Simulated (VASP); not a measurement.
# Ba2CaNi6Ir (Fm-3m) in VASP: single point with PBE

Aim: the single point of Ba2CaNi6Ir with PBE.

Everything below comes from runs of VASP 6.6.1. Logs are shortened: lines on timing, memory, paths and dates and some standing lists are left out, and cuts for length are marked.

**1. The cell of the first run**

It takes space group Fm-3m (No. 225, cubic). Conventional cell: a = 8.726 Å, b = 8.726 Å, c = 8.726 Å, α = 90.00°, β = 90.00°, γ = 90.00°. Within 2.7 Å of Ir (site symmetry m-3m) lie 6 Ni at 2.03 Å. Within 2.7 Å of Ni (site symmetry 4mm) lie 1 Ir at 2.03 Å and 1 Ca at 2.33 Å. Ba (site symmetry -43m) has 12 Ni at 3.09 Å and 4 Ir at 3.78 Å and 4 Ca at 3.78 Å within 4.1 Å. Within 3.1 Å of Ca (site symmetry m-3m) lie 6 Ni at 2.33 Å.

**2. Single point, PBE**

INCAR reads:

```
ALGO = Normal
EDIFF = 1E-6
ENCUT = 690
GGA = PE
GGA_COMPAT = False
ISIF = 2
ISMEAR = -1
LASPH = True
LCHARG = False
LREAL = False
LWAVE = False
NBANDS = 88
NELM = 120
PREC = Accurate
SIGMA = 0.1
```

KPOINTS reads:

```
k-points
0
Gamma
  4 4 4
```

POSCAR reads:

```
Ba2CaNi6Ir
1.0
    0.0000000000      4.3630990000      4.3630990000
    4.3630990000      0.0000000000      4.3630990000
    4.3630990000      4.3630990000      0.0000000000
Ir Ni Ba Ca
1 6 2 1
Direct
    0.5000000000      0.5000000000      0.5000000000
    0.7326000000      0.2674000000      0.2674000000
    0.2674000000      0.7326000000      0.2674000000
    0.2674000000      0.7326000000      0.7326000000
    0.7326000000      0.2674000000      0.7326000000
    0.2674000000      0.2674000000      0.7326000000
    0.7326000000      0.7326000000      0.2674000000
    0.2500000000      0.2500000000      0.2500000000
    0.7500000000      0.7500000000      0.7500000000
    0.0000000000      0.0000000000      0.0000000000
```

Potentials or basis: VASP PAW PBE potentials, release 64 (Ir_sv_GW, Ni_sv_GW, Ba_sv, Ca_sv).

On the command line:

```bash
> cat potpaw_PBE.64/Ir_sv_GW/POTCAR potpaw_PBE.64/Ni_sv_GW/POTCAR potpaw_PBE.64/Ba_sv/POTCAR potpaw_PBE.64/Ca_sv/POTCAR > POTCAR
> mpirun -np 1 vasp_std > vasp.out
```

OUTCAR:

```text
EDIFF = 1E-6
   ENCUT = 690
   GGA = PE
   ISIF = 2
   ISMEAR = -1
   LASPH = True
   LREAL = False
   NELM = 120
   PREC = Accurate

 ion  position               nearest neighbor table
   1  0.500  0.500  0.500-   2 2.03   3 2.03   4 2.03   5 2.03   6 2.03   7 2.03   8 3.78   8 3.78
                             8 3.78   8 3.78   9 3.78   9 3.78   9 3.78   9 3.78
   2  0.733  0.267  0.267-   1 2.03  10 2.33   8 3.09   8 3.09   9 3.09   9 3.09
   3  0.267  0.733  0.267-   1 2.03  10 2.33   8 3.09   8 3.09   9 3.09   9 3.09
   4  0.267  0.733  0.733-   1 2.03  10 2.33   8 3.09   9 3.09   8 3.09   9 3.09
   5  0.733  0.267  0.733-   1 2.03  10 2.33   8 3.09   9 3.09   8 3.09   9 3.09
   6  0.267  0.267  0.733-   1 2.03  10 2.33   8 3.09   8 3.09   9 3.09   9 3.09
   7  0.733  0.733  0.267-   1 2.03  10 2.33   8 3.09   9 3.09   8 3.09   9 3.09
   8  0.250  0.250  0.250-   2 3.09   3 3.09   6 3.09   4 3.09   5 3.09   6 3.09   3 3.09   4 3.09
                             7 3.09   2 3.09   5 3.09   7 3.09   1 3.78  10 3.78  10 3.78   1 3.78
   9  0.750  0.750  0.750-   3 3.09   4 3.09   6 3.09   2 3.09   5 3.09   6 3.09   2 3.09   3 3.09
                             7 3.09   4 3.09   5 3.09   7 3.09   1 3.78   1 3.78   1 3.78   1 3.78
  10  0.000  0.000  0.000-   2 2.33   3 2.33   4 2.33   5 2.33   6 2.33   7 2.33   9 3.78   9 3.78
                             9 3.78   8 3.78   9 3.78   8 3.78   8 3.78   8 3.78

  LATTYP: Found a face centered cubic cell.
 ALAT       =     8.7261980000

  Lattice vectors:

 A1 = (   0.0000000000,   4.3630990000,   4.3630990000)
 A2 = (   4.3630990000,   0.0000000000,   4.3630990000)
 A3 = (   4.3630990000,   4.3630990000,   0.0000000000)

Analysis of symmetry for initial positions (statically):
=====================================================================
 Subroutine PRICEL returns:
 Original cell was already a primitive cell.

 Routine SETGRP: Setting up the symmetry group for a
 face centered cubic supercell.

 Subroutine GETGRP returns: Found 48 space group operations
 (whereof 48 operations were pure point group operations)
 out of a pool of 48 trial point group operations.

The static configuration has the point symmetry O_h .

Analysis of symmetry for dynamics (positions and initial velocities):
=====================================================================
 Subroutine PRICEL returns:
 Original cell was already a primitive cell.

 Routine SETGRP: Setting up the symmetry group for a
 face centered cubic supercell.

 Subroutine GETGRP returns: Found 48 space group operations
 (whereof 48 operations were pure point group operations)
[... 112 lines left out ...]
   NELECT =     155.0000    total number of electrons
   NUPDOWN=      -1.0000    fix difference up-down
   EMIN   =  10.00;   EMAX   =-10.00  energy-range for DOS
   EFERMI =   0.00;   METHOD = LEGACY
   ISMEAR =    -1;   SIGMA  =   0.10  broadening in eV -4-tet -1-fermi 0-gaus
   EFERMI_NEDOS =   21; number of points for ismear=-14 and -15
   IALGO  =     38    algorithm
   IMIX   =      4    mixing-type and parameters
     AMIX     =   0.40;   BMIX     =  1.00
     AMIX_MAG =   1.60;   BMIX_MAG =  1.00
  volume/ion in A,a.u.               =      16.61       112.10
  Fermi-wavevector in a.u.,A,eV,Ry     =   1.599731  3.023054 34.819210  2.559140
  Thomas-Fermi vector in A             =   2.696978
   LORBIT       =      0    0 simple, 1 ext, 2 COOP (PROOUT), +10 PAW based schemes
   GGA     = PE    functional components
   LHFCALC =     F    Hartree Fock is set to
   AEXX    =    0.0000 exact exchange contribution
   IVDW    =     0    specifies the selected vdW correction
   LEPSILON=     F    determine dielectric tensor
   LRPA    =     F    only Hartree local field effects (RPA)
 non-spin polarized calculation
  energy-cutoff  :      690.00
  volume of cell :      166.12
 maximum number of plane-waves:      6855
 NGX is ok and might be reduce to    54
   NGX = 27   NGY = 27   NGZ = 27

 number of electron     155.0000037 magnetization

 Free energy of the ion-electron system (eV)
  ---------------------------------------------------
  ext. energy  EPLUGINS =         0.00000000
  ---------------------------------------------------
  free energy    TOTEN  =       -39.71063883 eV

  energy without entropy =      -39.26012576  energy(sigma->0) =      -39.48538229

 E-fermi :   6.1937     XC(G=0): -11.7737

 val. band max:        6.1250497667   @ k =   0.5000   0.0000   0.0000
 cond. band min:       6.1961863187   @ k =   0.2500   0.0000   0.0000
 fundamental gap:      0.0711365520
 Fermi energy:         6.1937326183

 k-point     1 :       0.0000    0.0000    0.0000
  band No.  band energies     occupation
      1     -96.9496      2.00000
      2     -96.9450      2.00000
      3     -96.9450      2.00000
      4     -96.9450      2.00000
      5     -96.9436      2.00000
      6     -96.9436      2.00000
[... 717 lines left out ...]
     87       8.7993      0.00000
     88       9.0434      0.00000

------------------------ aborting loop because EDIFF is reached ----------------------------------------

  FORCE on cell =-STRESS in cart. coord.  units (eV):
  Direction    XX          YY          ZZ          XY          YZ          ZX
  --------------------------------------------------------------------------------------
  -------------------------------------------------------------------------------------
  Total       46.9035476     46.9035476     46.9035476      0.0000000      0.0000000     -0.0000000
  in kB      452.3775841    452.3775841    452.3775841      0.0000000      0.0000000     -0.0000000
  external PRESSURE =     452.3775841 kB  Pullay stress =       0.0000000 kB

 VOLUME and BASIS-vectors are now :
 -----------------------------------------------------------------------------
  energy-cutoff  :      690.00
  volume of cell :      166.12
      direct lattice vectors                 reciprocal lattice vectors
     0.000000000  4.363099000  4.363099000    -0.114597446  0.114597446  0.114597446
     4.363099000  0.000000000  4.363099000     0.114597446 -0.114597446  0.114597446
     4.363099000  4.363099000  0.000000000     0.114597446  0.114597446 -0.114597446

 POSITION                                       TOTAL-FORCE (eV/Angst)
 -----------------------------------------------------------------------------------
      4.36310      4.36310      4.36310        -0.000000     -0.000000     -0.000000
      2.33339      4.36310      4.36310        -5.870397     -0.000000     -0.000000
      4.36310      2.33339      4.36310        -0.000000     -5.870397     -0.000000
      6.39281      4.36310      4.36310         5.870397     -0.000000     -0.000000
      4.36310      6.39281      4.36310        -0.000000      5.870397     -0.000000
      4.36310      4.36310      2.33339        -0.000000     -0.000000     -5.870397
      4.36310      4.36310      6.39281        -0.000000     -0.000000      5.870397
      2.18155      2.18155      2.18155         0.000000      0.000000     -0.000000
      6.54465      6.54465      6.54465        -0.000000      0.000000      0.000000
      0.00000      0.00000      0.00000        -0.000000     -0.000000     -0.000000
 -----------------------------------------------------------------------------------
    total drift:                                0.000000      0.000000      0.000000

  FREE ENERGIE OF THE ION-ELECTRON SYSTEM (eV)
  ---------------------------------------------------
  free  energy   TOTEN  =       -39.7106388266 eV

  energy  without entropy=      -39.2601257552  energy(sigma->0) =      -39.48538229
```

OSZICAR:

```text
N       E                     dE             d eps       ncg     rms          rms(c)
DAV:   1     0.507065082820E+04    0.50707E+04   -0.78966E+04  2216   0.635E+03
DAV:   2     0.149600872693E+04   -0.35746E+04   -0.34025E+04  2120   0.195E+03
DAV:   3     0.192582655075E+03   -0.13034E+04   -0.12539E+04  2712   0.126E+03
[... 15 lines left out ...]
DAV:  19    -0.397106144462E+02   -0.37154E-04   -0.37029E-04  2064   0.880E-02    0.192E-02
DAV:  20    -0.397106300864E+02   -0.15640E-04   -0.14821E-04  1808   0.592E-02    0.366E-03
DAV:  21    -0.397106357295E+02   -0.56431E-05   -0.58256E-05  1600   0.335E-02    0.309E-03
DAV:  22    -0.397106379774E+02   -0.22479E-05   -0.22127E-05  1272   0.274E-02    0.150E-03
DAV:  23    -0.397106388266E+02   -0.84923E-06   -0.85321E-06  1208   0.191E-02
   1 F= -.39710639E+02 E0= -.39485382E+02  d E =-.450513E+00
```

Wall time 7.8 min (1 thread of Intel Xeon 6975P-C (Granite Rapids), shared host); peak memory 0.51 GiB.

What came out:

* Free energy: -39.7106 eV
* Pressure: 45.2 GPa
* Largest force: 5.870 eV/Å
* Band gap on the k mesh: zero (an odd number of electrons rules out a gap without spin polarisation)

Forces on the atoms (eV/Å):
```
Ir   0.000  0.000  0.000
Ni  -5.870  0.000  0.000
Ni   0.000 -5.870  0.000
Ni   5.870  0.000  0.000
Ni   0.000  5.870  0.000
Ni   0.000  0.000 -5.870
Ni   0.000  0.000  5.870
Ba   0.000  0.000  0.000
Ba   0.000  0.000  0.000
Ca   0.000  0.000  0.000
```

Levels at points of the mesh, in eV from the Fermi level:
| k point | band 74 | band 75 | band 76 | band 77 | band 78 | band 79 | band 80 | band 81 |
| --- | --- | --- | --- | --- | --- | --- | --- | --- |
| (0.00, 0.00, 0.00) | -0.89 | -0.81 | -0.20 | -0.20 | -0.11 | -0.11 | -0.11 | 0.84 |
| (0.50, 0.00, 0.00) | -0.33 | -0.33 | -0.32 | -0.26 | -0.26 | -0.07 | -0.07 | 1.68 |
| (0.50, 0.50, 0.00) | -1.12 | -0.13 | 0.03 | 0.06 | 0.06 | 0.20 | 0.20 | 1.37 |

Caveat: the cell stands under pressure; spin-orbit coupling is left out, which moves the levels of the heavy elements; forces of over 1 eV/Å act on the atoms, so gaps and moduli don't describe the material at rest. Spin polarisation is off, so any magnetic state and its effect on volume and gap are missing.

The gap in the log of VASP goes by the Fermi energy; the results here count the filled bands.